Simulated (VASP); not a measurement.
MgWCl4O, 7 atoms in the cell. Symmetry: C2, No. 5, monoclinic system. The conventional cell has a = 12.508 Å, b = 3.919 Å, c = 8.841 Å, α = 90.00°, β = 134.93°, γ = 90.00°. Mg (site symmetry 2) has 4 Cl at 2.39 to 2.40 Å within 3.2 Å. W (site symmetry 2) has 2 O at 1.96 Å and 4 Cl at 2.52 Å within 2.6 Å. Cl (site symmetry 1) has 1 Mg at 2.39 Å and 1 W at 2.52 Å and 1 O at 3.12 Å within 3.2 Å. Cl (site symmetry 1) has 1 Mg at 2.40 Å and 1 W at 2.52 Å and 1 O at 3.13 Å within 3.2 Å. Within 2.6 Å of O (site symmetry 2) lie 2 W at 1.96 Å. 

| Quantity | Value |
| --- | --- |
| Program | VASP 6.6.1 |
| Task | single point |
| Functional | PBE |
| Potentials or basis | VASP PAW PBE potentials, release 64 (Mg, W_sv, Cl, O) |
| Cutoff | 520 eV |
| k mesh | 6 × 6 × 4 |
| Occupations | gaussian, width 0.1 eV |
| Spin | no spin polarisation |
| Dipole correction | no |
| Further INCAR settings | ALGO = Normal; EDIFF = 1e-06; NBANDS = 34 |

Potentials or basis: VASP PAW PBE potentials, release 64 (Mg, W_sv, Cl, O).

The run is started by

```sh
$ cat potpaw_PBE.64/Mg/POTCAR potpaw_PBE.64/W_sv/POTCAR potpaw_PBE.64/Cl/POTCAR potpaw_PBE.64/O/POTCAR > POTCAR
$ mpirun -np 1 vasp_std > vasp.out
```

Hardware: 1 thread of Intel Xeon 8259CL, with other jobs on the host.

Question: Estimate the wall time of this run.

Answer: Run time: 12 min on 1 thread of Intel Xeon 8259CL, with other jobs on the host, peak memory 0.59 GiB. Counts: scf iterations 16, k points 47.
